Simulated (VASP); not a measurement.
The system is SiNi (rocksalt type).

```xyz
2
Lattice="0.0000 2.3025 2.3025 2.3025 0.0000 2.3025 2.3025 2.3025 0.0000" Properties=species:S:1:pos:R:3 pbc="T T T"
Ni    0.0000    0.0000    0.0000
Si    2.3025    2.3025    2.3025
```

* Program: VASP 6.6.1
* Task: relaxation of cell and atoms
* Functional: PBE
* Potentials or basis: VASP PAW PBE potentials, release 64 (Ni, Si)
* Cutoff: 600 eV
* k mesh: 14 × 14 × 14
* Occupations: fermi-dirac, width 0.08 eV
* Spin: no spin polarisation

At the start: pressure 14.9 GPa; volume 12.21 Å³/atom.

**Question.** How do energy, volume and symmetry change on relaxing?

**Answer.** Over 5 steps the energy falls by 48.1 meV/atom and the volume is 13.31 Å³/atom (+9.1 %); space group Fm-3m (No. 225, to 0.05 Å).

The path:
```tsv
step	energy change (eV)	largest force (eV/Å)	pressure (GPa)	volume (Å³)
1	0.0000	0.0000	14.90	24.41
2	-0.0392	0.0000	-8.57	28.65
3	-0.0962	0.0000	-0.07	26.67
4	-0.0962	0.0000	0.12	26.62
5	-0.0962	0.0000	-0.03	26.62
```

Final structure:
```
Ni Si
1.0
     0.00000    2.36998    2.36998
     2.36998    0.00000    2.36998
     2.36998    2.36998    0.00000
Ni Si
1 1
Direct
  0.00000 0.00000 0.00000
  0.50000 0.50000 0.50000
```
